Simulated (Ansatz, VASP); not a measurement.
## One calculation of Ir, two programs

```
CELL_PARAMETERS angstrom
2.70917 0.00000 0.00000
-1.35458 2.34621 0.00000
0.00000 0.00000 27.06010
ATOMIC_POSITIONS crystal
Ir 0.16667 0.33333 0.29753
Ir 0.50000 0.00000 0.37759
Ir 0.83333 0.66667 0.45900
Ir 0.16667 0.33333 0.54100
Ir 0.50000 0.00000 0.62241
Ir 0.83333 0.66667 0.70247
```

Alike in both runs: task single point; functional PBEsol; k mesh 14 × 14 × 1; occupations fermi-dirac, width 0.08 eV; no spin polarisation.

```csv
,VASP,Ansatz
version,VASP 6.6.1,Ansatz 0.2.0
potentials or method,"VASP PAW PBE potentials, release 64 (Ir)","PAW with Ansatz's default frozen-core files, scalar-relativistic"
plane-wave cutoff (eV),520,420
valence electrons in the cell,54,102
```

```tsv
	VASP	Ansatz	Ansatz less VASP
rms of the force components (eV/Å)	0.018	0.002	-0.0166
```

VASP's potentials were made for PBE, not for PBEsol. Atom by atom the forces differ by 0.018 eV/Å (rms over components). With one functional, cell and mesh, what is left measures potentials, basis and numerics. VASP's potentials hold 54 valence electrons a cell and Ansatz's 102, so a difference there can come from the potentials and not from the codes.

Spin-orbit coupling is off throughout.
